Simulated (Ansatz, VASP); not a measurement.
**Ir: VASP beside Ansatz**

```
Ir
1.0
     0.00000    1.92279    1.92279
     1.92279    0.00000    1.92279
     1.92279    1.92279    0.00000
Ir
1
Cartesian
  0.0000 0.0000 0.0000
```

Alike in both runs: task single point; functional LDA; k mesh 14 × 14 × 14; occupations fermi-dirac, width 0.1 eV; no spin polarisation.

|  | VASP | Ansatz |
| --- | --- | --- |
| version | VASP 6.6.1 | Ansatz 0.2.0 |
| potentials or method | VASP PAW LDA potentials, release 64 (Ir) | PAW with Ansatz's default frozen-core files, scalar-relativistic |
| plane-wave cutoff (eV) | 520 | 420 |
| valence electrons in the cell | 9 | 17 |

```csv
,VASP,Ansatz,Ansatz less VASP
pressure (GPa),-7.5,-9.9,-2.31
```

LDA's correlation is that of Perdew and Zunger in VASP and of Perdew and Wang (1992) in Ansatz. VASP's potentials hold 9 valence electrons a cell and Ansatz's 17, so a difference there can come from the potentials and not from the codes. Ansatz's warnings: optics on partly filled bands.

Neither program's run includes spin-orbit coupling.
